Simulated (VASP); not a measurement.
# FeO (R-3m) in VASP: a series of runs

FeO is run at these levels: PBE, PBEsol; tasks: single point.

Everything below comes from runs of VASP 6.6.1. Logs are shortened: lines on timing, memory, paths and dates and some standing lists are left out, and cuts for length are marked.

### 1 The cell of the first run

The structure is trigonal, space group R-3m (No. 166). Conventional cell: a = 3.038 Å, b = 3.038 Å, c = 7.559 Å, α = 90.00°, β = 90.00°, γ = 120.00°. Within 2.9 Å of Fe (site symmetry -3m) lie 6 O at 2.16 Å. O (site symmetry -3m) has 6 Fe at 2.16 Å within 2.9 Å.

### 2 Single point, PBE

The input, INCAR:

```
SYSTEM = FeO
ALGO = Normal ; EDIFF = 1E-6
ENCUT = 700 ; GGA = PE
GGA_COMPAT = .False. ; ISIF = 2
ISMEAR = -1 ; LASPH = .True.
LCHARG = .False. ; LREAL = .False.
LWAVE = .False. ; NBANDS = 18
NELM = 120 ; PREC = Accurate
SIGMA = 0.05
```

The input, KPOINTS:

```
k-points
0
Gamma
  11 11 11
  0 0 0
```

The input, POSCAR:

```
FeO
1.0
    1.5188209023      0.8768916568      2.5195772846
   -1.5188209023      0.8768916568      2.5195772846
    0.0000000000     -1.7537833136      2.5195772846
Fe O
1 1
Direct
    0.0000000000      0.0000000000      0.0000000000
    0.5000000000      0.5000000000      0.5000000000
```

Potentials or basis: VASP PAW PBE potentials, release 64 (Fe_sv, O).

Started as:

```sh
cat potpaw_PBE.64/Fe_sv/POTCAR potpaw_PBE.64/O/POTCAR > POTCAR
mpirun -np 1 vasp_std > vasp.out
```

OUTCAR:

```text
SYSTEM = FeO
   EDIFF = 1E-6
   ENCUT = 700
   GGA = PE
   ISIF = 2
   ISMEAR = -1
   LASPH = .True.
   LREAL = .False.
   NELM = 120
   PREC = Accurate

 ion  position               nearest neighbor table
   1  0.000  0.000  0.000-   2 2.16   2 2.16   2 2.16   2 2.16   2 2.16   2 2.16
   2  0.500  0.500  0.500-   1 2.16   1 2.16   1 2.16   1 2.16   1 2.16   1 2.16

  LATTYP: Found a trigonal (rhomboedric) cell.
 ALAT       =     3.0698575869
 COS(alpha) =     0.5104391626

  Lattice vectors:

 A1 = (   1.5188209023,   0.8768916568,   2.5195772846)
 A2 = (  -1.5188209023,   0.8768916568,   2.5195772846)
 A3 = (   0.0000000000,  -1.7537833136,   2.5195772846)

Analysis of symmetry for initial positions (statically):
=====================================================================
 Subroutine PRICEL returns:
 Original cell was already a primitive cell.

 Routine SETGRP: Setting up the symmetry group for a
 trigonal (rhombohedral) supercell.

 Subroutine GETGRP returns: Found 12 space group operations
 (whereof 12 operations were pure point group operations)
 out of a pool of 12 trial point group operations.

The static configuration has the point symmetry D_3d.

Analysis of symmetry for dynamics (positions and initial velocities):
=====================================================================
 Subroutine PRICEL returns:
 Original cell was already a primitive cell.

 Routine SETGRP: Setting up the symmetry group for a
 trigonal (rhombohedral) supercell.

 Subroutine GETGRP returns: Found 12 space group operations
 (whereof 12 operations were pure point group operations)
 out of a pool of 12 trial point group operations.

The dynamic configuration has the point symmetry D_3d.

 Subroutine INISYM returns: Found 12 space group operations
 (whereof 12 operations are pure point group operations),
 and found     1 'primitive' translations

----------------------------------------------------------------------------------------

                                     Primitive cell

  volume of cell :      20.1341

  direct lattice vectors                    reciprocal lattice vectors
     1.518820902  0.876891657  2.519577285     0.329202738  0.190065290  0.132297324
    -1.518820902  0.876891657  2.519577285    -0.329202738  0.190065290  0.132297324
     0.000000000 -1.753783314  2.519577285     0.000000000 -0.380130579  0.132297324

  length of vectors
     3.069857587  3.069857587  3.069857587     0.402494521  0.402494521  0.402494521

[... 66 lines left out ...]
   dimension x,y,z NGXF=    56 NGYF=   56 NGZF=   56
   ions per type =               1   1
   NGX,Y,Z   is equivalent  to a cutoff of  15.16, 15.16, 15.16 a.u.
   NGXF,Y,Z  is equivalent  to a cutoff of  30.33, 30.33, 30.33 a.u.
 SYSTEM =  FeO
   PREC   = accura    normal or accurate (medium, high low for compatibility)
   ISTART =      0    job   : 0-new  1-cont  2-samecut
   ICHARG =      2    charge: 1-file 2-atom 10-const
   ISPIN  =      1    spin polarized calculation?
   LNONCOLLINEAR =      F non collinear calculations
   LSORBIT =      F    spin-orbit coupling
   LASPH  =      T    aspherical Exc in radial PAW
   ENCUT  =  700.0 eV  51.45 Ry    7.17 a.u.   6.62  6.62  6.62*2*pi/ulx,y,z
   NELM   =    120;   NELMIN=  2; NELMDL= -5     # of ELM steps
   EDIFF  = 0.1E-05   stopping-criterion for ELM
   LREAL  =      F    real-space projection
[... 7 lines left out ...]
   TEBEG  =    0.0;   TEEND  =   0.0 temperature during run
   PSTRESS=    0.0 pullay stress
   NELECT =      22.0000    total number of electrons
   NUPDOWN=      -1.0000    fix difference up-down
   EMIN   =  10.00;   EMAX   =-10.00  energy-range for DOS
   EFERMI =   0.00;   METHOD = LEGACY
   ISMEAR =    -1;   SIGMA  =   0.05  broadening in eV -4-tet -1-fermi 0-gaus
   EFERMI_NEDOS =   21; number of points for ismear=-14 and -15
   IALGO  =     38    algorithm
   IMIX   =      4    mixing-type and parameters
     AMIX     =   0.40;   BMIX     =  1.00
     AMIX_MAG =   1.60;   BMIX_MAG =  1.00
  volume/ion in A,a.u.               =      10.07        67.94
  Fermi-wavevector in a.u.,A,eV,Ry     =   1.686185  3.186428 38.684359  2.843220
  Thomas-Fermi vector in A             =   2.768895
   LORBIT       =      0    0 simple, 1 ext, 2 COOP (PROOUT), +10 PAW based schemes
   GGA     = PE    functional components
   LHFCALC =     F    Hartree Fock is set to
   AEXX    =    0.0000 exact exchange contribution
   IVDW    =     0    specifies the selected vdW correction
   LEPSILON=     F    determine dielectric tensor
   LRPA    =     F    only Hartree local field effects (RPA)
 non-spin polarized calculation
  energy-cutoff  :      700.00
  volume of cell :       20.13
 maximum number of plane-waves:       875
   NGX = 13   NGY = 13   NGZ = 13

 number of electron      21.9999992 magnetization

 Free energy of the ion-electron system (eV)
  ---------------------------------------------------
  ext. energy  EPLUGINS =         0.00000000
  ---------------------------------------------------
  free energy    TOTEN  =       -13.61859045 eV

  energy without entropy =      -13.55739618  energy(sigma->0) =      -13.58799332

 E-fermi :   9.0276     XC(G=0): -12.5229

 val. band max:        9.0264884349   @ k =  -0.2727  -0.2727   0.1818
 cond. band min:       9.0281585144   @ k =  -0.2727   0.3636   0.2727
 fundamental gap:      0.0016700796
 Fermi energy:         9.0276332451

 k-point     1 :       0.0000    0.0000    0.0000
  band No.  band energies     occupation
      1     -77.7637      2.00000
      2     -43.8511      2.00000
      3     -43.8353      2.00000
      4     -43.8353      2.00000
      5     -11.4164      2.00000
      6       5.3157      2.00000
[... 481 lines left out ...]
      5     -10.7554      2.00000
      6       2.4798      2.00000
[... 10 lines left out ...]
     17      25.0291      0.00000
     18      28.1225      0.00000

 [... further k-points ...]
[... 5 lines left out ...]
  --------------------------------------------------------------------------------------
  -------------------------------------------------------------------------------------
  Total       -3.3962970     -3.3962970     -3.3786081     -0.0000000      0.0000000      0.0000000
  in kB     -270.2618850   -270.2618850   -268.8542876     -0.0000000      0.0000000      0.0000000
  external PRESSURE =    -269.7926859 kB  Pullay stress =       0.0000000 kB

 VOLUME and BASIS-vectors are now :
 -----------------------------------------------------------------------------
  energy-cutoff  :      700.00
  volume of cell :       20.13
      direct lattice vectors                 reciprocal lattice vectors
     1.518820902  0.876891657  2.519577285     0.329202738  0.190065290  0.132297324
    -1.518820902  0.876891657  2.519577285    -0.329202738  0.190065290  0.132297324
     0.000000000 -1.753783314  2.519577285     0.000000000 -0.380130579  0.132297324

 POSITION                                       TOTAL-FORCE (eV/Angst)
 -----------------------------------------------------------------------------------
      0.00000      0.00000      0.00000        -0.000000     -0.000000      0.000000
      0.00000      0.00000      3.77937         0.000000      0.000000     -0.000000
 -----------------------------------------------------------------------------------
    total drift:                                0.000000      0.000000      0.000000

  FREE ENERGIE OF THE ION-ELECTRON SYSTEM (eV)
  ---------------------------------------------------
  free  energy   TOTEN  =       -13.6185904490 eV

  energy  without entropy=      -13.5573961813  energy(sigma->0) =      -13.58799332
```

OSZICAR:

```text
N       E                     dE             d eps       ncg     rms          rms(c)
DAV:   1     0.328601686608E+03    0.32860E+03   -0.15235E+04  5376   0.198E+03
DAV:   2     0.427077228198E+01   -0.32433E+03   -0.31252E+03  5342   0.573E+02
DAV:   3    -0.156021123271E+02   -0.19873E+02   -0.19480E+02  6142   0.161E+02
DAV:   4    -0.160700847050E+02   -0.46797E+00   -0.46719E+00  5874   0.280E+01
DAV:   5    -0.160827764614E+02   -0.12692E-01   -0.12691E-01  5854   0.478E+00    0.136E+01
DAV:   6    -0.163756350359E+02   -0.29286E+00   -0.26949E+01  7594   0.749E+01    0.234E+01
DAV:   7    -0.137000727701E+02    0.26756E+01   -0.19558E+01  7252   0.623E+01    0.477E+00
DAV:   8    -0.136150336077E+02    0.85039E-01   -0.61126E-01  7114   0.886E+00    0.182E+00
DAV:   9    -0.136204574099E+02   -0.54238E-02   -0.26144E-02  5642   0.247E+00    0.516E-01
DAV:  10    -0.136191017146E+02    0.13557E-02   -0.11232E-02  8186   0.170E+00    0.234E-01
DAV:  11    -0.136187492001E+02    0.35251E-03   -0.78420E-04  6454   0.386E-01    0.140E-01
DAV:  12    -0.136185944194E+02    0.15478E-03   -0.33205E-04  8138   0.260E-01    0.328E-02
DAV:  13    -0.136185900730E+02    0.43464E-05   -0.28588E-05  7762   0.769E-02    0.734E-03
DAV:  14    -0.136185904490E+02   -0.37602E-06   -0.80908E-06  4552   0.477E-02
   1 F= -.13618590E+02 E0= -.13587993E+02  d E =-.611943E-01
```

Wall time 82 s (1 thread of AMD EPYC 7R13 (Zen 3), shared host); peak memory 0.18 GiB.

What came out:

* Free energy: -13.6186 eV
* Pressure: -27.0 GPa
* Band gap on the k mesh: zero (bands 11 and 12 overlap by 0.81 eV)

Stress tensor (GPa, compression positive):
```
-27.03   0.00   0.00
  0.00 -27.03   0.00
  0.00   0.00 -26.89
```

Caveat: the cell stands under tension; the run has no spin polarisation, though such a crystal can be magnetic; semilocal functionals often make such compounds metallic where correlation or magnetic order opens a gap, which also shifts bond lengths.

### 3 Single point, PBEsol, collinear spin, ferromagnetic start

This run uses another cell than the first one, of 9.87 Å³/atom.

The input, INCAR:

```
SYSTEM = FeO
PREC = Accurate ; ENCUT = 700
EDIFF = 1E-6 ; ISMEAR = -1
SIGMA = 0.05 ; LREAL = .FALSE.
LASPH = .TRUE. ; NELM = 200
ALGO = Normal ; ISIF = 2
LWAVE = .FALSE. ; LCHARG = .FALSE.
ISPIN = 2 ; MAGMOM = 3 0
LORBIT = 11 ; LMAXMIX = 4
GGA = PS ; NBANDS = 22
GGA_COMPAT = .FALSE.
```

The input, KPOINTS:

```
Automatic mesh
0
G
  11 11 11
  0 0 0
```

The input, POSCAR:

```
FeO
1.0
    1.5086271663      0.8710063006      2.5026668604
   -1.5086271663      0.8710063006      2.5026668604
    0.0000000000     -1.7420126011      2.5026668604
Fe O
1 1
Direct
    0.0000000000      0.0000000000      0.0000000000
    0.5000000000      0.5000000000      0.5000000000
```

Potentials or basis: VASP PAW PBE potentials, release 64 (Fe_sv, O).

Started as:

```sh
cat potpaw_PBE.64/Fe_sv/POTCAR potpaw_PBE.64/O/POTCAR > POTCAR
mpirun -np 1 vasp_std > vasp.out
```

OUTCAR:

```text
SYSTEM = FeO
   PREC = Accurate
   ENCUT = 700
   EDIFF = 1E-6
   ISMEAR = -1
   LREAL = .FALSE.
   LASPH = .TRUE.
   NELM = 200
   ISIF = 2
   ISPIN = 2
   LORBIT = 11
   GGA = PS

 ion  position               nearest neighbor table
   1  0.000  0.000  0.000-   2 2.14   2 2.14   2 2.14   2 2.14   2 2.14   2 2.14
   2  0.500  0.500  0.500-   1 2.14   1 2.14   1 2.14   1 2.14   1 2.14   1 2.14

  LATTYP: Found a trigonal (rhomboedric) cell.
 ALAT       =     3.0492538951
 COS(alpha) =     0.5104391626

  Lattice vectors:

 A1 = (   1.5086271663,   0.8710063006,   2.5026668604)
 A2 = (  -1.5086271663,   0.8710063006,   2.5026668604)
 A3 = (   0.0000000000,  -1.7420126011,   2.5026668604)

Analysis of symmetry for initial positions (statically):
=====================================================================
 Subroutine PRICEL returns:
 Original cell was already a primitive cell.

 Routine SETGRP: Setting up the symmetry group for a
 trigonal (rhombohedral) supercell.

 Subroutine GETGRP returns: Found 12 space group operations
 (whereof 12 operations were pure point group operations)
[... 792 lines left out ...]
      1     -75.6108      1.00000
      2     -41.8541      1.00000
      3     -41.8540      1.00000
      4     -41.8540      1.00000
      5     -10.4299      1.00000
      6       6.4421      1.00000
[... 589 lines left out ...]
     21      37.3263      0.00000
     22      38.8975      0.00000

 [... further k-points ...]
[... 5 lines left out ...]
  --------------------------------------------------------------------------------------
  -------------------------------------------------------------------------------------
  Total       -0.8230038     -0.8230038     -0.9403556      0.0000000     -0.0000000      0.0000000
  in kB      -66.8274542    -66.8274542    -76.3563560      0.0000000     -0.0000000      0.0000000
  external PRESSURE =     -70.0037548 kB  Pullay stress =       0.0000000 kB

 VOLUME and BASIS-vectors are now :
 -----------------------------------------------------------------------------
  energy-cutoff  :      700.00
  volume of cell :       19.73
      direct lattice vectors                 reciprocal lattice vectors
     1.508627166  0.871006301  2.502666860     0.331427149  0.191349553  0.133191252
    -1.508627166  0.871006301  2.502666860    -0.331427149  0.191349553  0.133191252
     0.000000000 -1.742012601  2.502666860     0.000000000 -0.382699107  0.133191252

 POSITION                                       TOTAL-FORCE (eV/Angst)
 -----------------------------------------------------------------------------------
      0.00000      0.00000      0.00000        -0.000000      0.000000     -0.000000
      0.00000      0.00000      3.75400         0.000000     -0.000000      0.000000
 -----------------------------------------------------------------------------------
    total drift:                                0.000000      0.000000      0.000000

  FREE ENERGIE OF THE ION-ELECTRON SYSTEM (eV)
  ---------------------------------------------------
  free  energy   TOTEN  =       -15.9642114098 eV

  energy  without entropy=      -15.9530177301  energy(sigma->0) =      -15.95861457

 total charge

# of ion       s       p       d       tot
------------------------------------------
    1        2.105   6.000   5.510  13.615
    2        1.546   3.426   0.000   4.973
--------------------------------------------------
tot          3.652   9.426   5.510  18.588

 magnetization (x)

# of ion       s       p       d       tot
------------------------------------------
    1        0.015   0.010   3.441   3.467
    2        0.031   0.271   0.000   0.302
--------------------------------------------------
tot          0.046   0.281   3.441   3.769
```

Run time: 2.9 min. Hardware: 1 thread of Intel Xeon Platinum 8375C at 2.90GHz (Ice Lake), shared host; peak memory 0.28 GiB.

What came out:

| Property | Result |
| --- | --- |
| Free energy | -15.9642 eV |
| Pressure | -7.0 GPa |
| Band gap on the k mesh | zero (filled and empty bands overlap) |
| Net moment | 4.00 μB per cell |
| Site moments | Fe +3.47; O +0.30 μB |
| Valence electrons inside the program's atomic spheres | Fe 13.62; O 4.97 |

Stress tensor (GPa, compression positive):
```
-6.68  0.00  0.00
 0.00 -6.68  0.00
 0.00  0.00 -7.64
```

Caveat: the cell stands under tension; the PAW data sets were made with another functional, which shifts forces and pressure a little; a cell with one magnetic atom can't hold antiferromagnetic order, which such compounds often take; semilocal functionals often make such compounds metallic where correlation or magnetic order opens a gap, which also shifts bond lengths.

(Part 1 of 2 ends here.)
